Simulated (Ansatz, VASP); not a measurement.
One calculation of Pd, two programs

```
Pd
1.0
     3.84039    0.00000    0.00000
     0.00000    3.84039    0.00000
     0.00000    0.00000    3.84039
Pd
4
Direct
  0.00000 0.00000 0.00000
  0.00000 0.50000 0.50000
  0.50000 0.00000 0.50000
  0.50000 0.50000 0.00000
```

Change from the starting cell: volume scaled by 0.96.

Alike in both runs: functional r2SCAN; k mesh 7 × 7 × 7; occupations fermi-dirac, width 0.05 eV; no spin polarisation.

```csv
,VASP,Ansatz
version,VASP 6.6.1,Ansatz 0.2.0
potentials or method,"VASP PAW PBE potentials, release 64 (Pd)",Ansatz PAW
plane-wave cutoff (eV),550,500
valence electrons in the cell,40,72
task,single point,electron localisation function
```

VASP gave:

- gap on the k mesh at the Fermi level (eV): none
- pressure (GPa): 12.5

Problem. Which values does Ansatz return?

Solution. gap on the k mesh at the Fermi level (eV): none; pressure (GPa): 11.6.

VASP's potentials were made for PBE, not for r2SCAN. A gap of «none» marks a metal or a gap that the smearing closes. VASP's potentials hold 40 valence electrons a cell and Ansatz's 72, so a difference there can come from the potentials and not from the codes.
